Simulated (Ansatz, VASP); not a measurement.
## One calculation of Ru, two programs

File INCAR:

```
PREC     = Accurate       # precision mode
ENCUT    = 600            # plane-wave cutoff, eV
EDIFF    = 1E-7           # SCF threshold, eV
ISMEAR   = 0              # smearing method
SIGMA    = 0.1            # smearing width, eV
LREAL    = False          # projectors in reciprocal space
LASPH    = True           # aspherical terms in the spheres
NELM     = 60             # most SCF steps
ALGO     = Fast           # electronic algorithm
ISIF     = 3              # what is computed and relaxed
LWAVE    = False          # write WAVECAR
LCHARG   = False          # write CHGCAR
GGA      = PS             # functional
IBRION   = 2              # ionic algorithm
NSW      = 100            # ionic steps
EDIFFG   = -0.005         # ionic threshold
```

Contents of KPOINTS:

```
Automatic mesh
0
Gamma
  18 18 10
```

POSCAR

```
Ru
1.0
    2.7057993342      0.0000000000      0.0000000000
   -1.3528996671      2.3432909610      0.0000000000
    0.0000000000      0.0000000000      4.2819000000
Ru
2
Direct
    0.3333333333      0.6666666667      0.2500000000
    0.6666666667      0.3333333333      0.7500000000
```

Input for Ansatz:

```yaml
crystal:
  lattice:
    - [2.7057993342, 0.0, 0.0]
    - [-1.3528996671, 2.343290961, 0.0]
    - [0.0, 0.0, 4.2819]
  atoms:
    - { symbol: Ru, position: [0.3333333333, 0.6666666667, 0.25] }
    - { symbol: Ru, position: [0.6666666667, 0.3333333333, 0.75] }
basis:
  ecutwfc: 420
kpoints:
  mp_grid: { grid: [18, 18, 10] }
hamiltonian:
  xc: pbesol
  pseudopotentials: { kind: paw, azcp: { folder: soft_1 } }
scf:
  occupations: { method: gaussian, width: 0.1 }
output:
  forces: true
  stress: true
  eigenvalues: true
  write_density: true
  write_potential: true
  elf: true
  volumetric_format: npy
relax:
  adjacent_minimum: "off"
  f_tol: 0.005
  max_steps: 80
  cell: { stress_tol: 0.05 }
```

Alike in both runs: task relaxation of cell and atoms; functional PBEsol; k mesh 18 × 18 × 10; occupations gaussian, width 0.1 eV; no spin polarisation.

|  | VASP | Ansatz |
| --- | --- | --- |
| version | VASP 6.6.1 | Ansatz 0.2.0 |
| potentials or method | VASP PAW PBE potentials, release 64 (Ru_pv), cutoff 600 eV | scalar-relativistic, plane waves, PAW |
| valence electrons in the cell | 28 | 32 |

Ansatz gave:

```
gap on the k mesh at the Fermi level, each at its own relaxed structure (eV) : none
relaxed volume (Å³/atom)                                                     : 13.32
relaxed cell length with the largest relative difference (Å)                 : 2.690
```

Which values does VASP return?

gap on the k mesh at the Fermi level, each at its own relaxed structure (eV): none; relaxed volume (Å³/atom): 13.32; relaxed cell length with the largest relative difference (Å): 2.689.

VASP's potentials were made for PBE, not for PBEsol, and Ansatz warns of the same on its side. A gap of «none» marks a metal or a gap that the smearing closes. VASP's potentials hold 28 valence electrons a cell and Ansatz's 32, so a difference there can come from the potentials and not from the codes.
